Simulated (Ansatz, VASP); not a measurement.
# Hg: VASP beside Ansatz

Contents of INCAR:

```
  PREC = Accurate
  ENCUT = 520
  EDIFF = 1E-6
  ISMEAR = -1
  SIGMA = 0.05
  LREAL = F
  LASPH = T
  NELM = 60
  ALGO = Normal
  ISIF = 2
  LWAVE = F
  LCHARG = F
  GGA = PS
  NBANDS = 19
```

File KPOINTS:

```
Automatic mesh
0
Gamma
  12 12 12
```

Contents of POSCAR:

```
Hg
1.0
    0.0000000000      3.3095975029      3.3095975029
    3.3095975029      0.0000000000      3.3095975029
    3.3095975029      3.3095975029      0.0000000000
Hg
2
Direct
   -0.1250000000     -0.1250000000     -0.1250000000
    0.1250000000      0.1250000000      0.1250000000
```

Input for Ansatz:

```yaml
crystal:
  lattice:
    - [0.0, 3.3095975029, 3.3095975029]
    - [3.3095975029, 0.0, 3.3095975029]
    - [3.3095975029, 3.3095975029, 0.0]
  atoms:
    - { symbol: Hg, position: [-0.125, -0.125, -0.125] }
    - { symbol: Hg, position: [0.125, 0.125, 0.125] }
kpoints:
  mp_grid: { grid: [12, 12, 12] }
  band_path:
    path:
      - [0.0, 0.0, 0.0]
      - [0.5, 0.0, 0.5]
      - [0.625, 0.25, 0.625]
      - [0.375, 0.375, 0.75]
      - [0.0, 0.0, 0.0]
      - [0.5, 0.5, 0.5]
      - [0.5, 0.25, 0.75]
      - [0.5, 0.0, 0.5]
    npoints: 14
scf:
  occupations: { method: fermi_dirac, width: 0.05 }
hamiltonian:
  xc: pbesol
  pseudopotentials: { kind: all_electron, lapw: { basis_error: 0.001 } }
output:
  forces: true
  stress: true
  eigenvalues: true
  populations: true
  dos: { projected: true, de: 0.2, e_range: [-14, 8] }
```

Alike in both runs: task single point; functional PBEsol; k mesh 12 × 12 × 12; occupations fermi-dirac, width 0.05 eV; no spin polarisation.

|  | VASP | Ansatz |
| --- | --- | --- |
| version | VASP 6.6.1 | Ansatz 0.2.0 |
| potentials or method | VASP PAW PBE potentials, release 64 (Hg), cutoff 520 eV | all-electron LAPW, scalar-relativistic |

```csv
,VASP,Ansatz,Ansatz less VASP
pressure (GPa),0.3,0.0,-0.23
```

VASP's potentials were made for PBE, not for PBEsol. Ansatz ran all-electron here, and VASP with PAW potentials.

Spin-orbit coupling is off throughout.
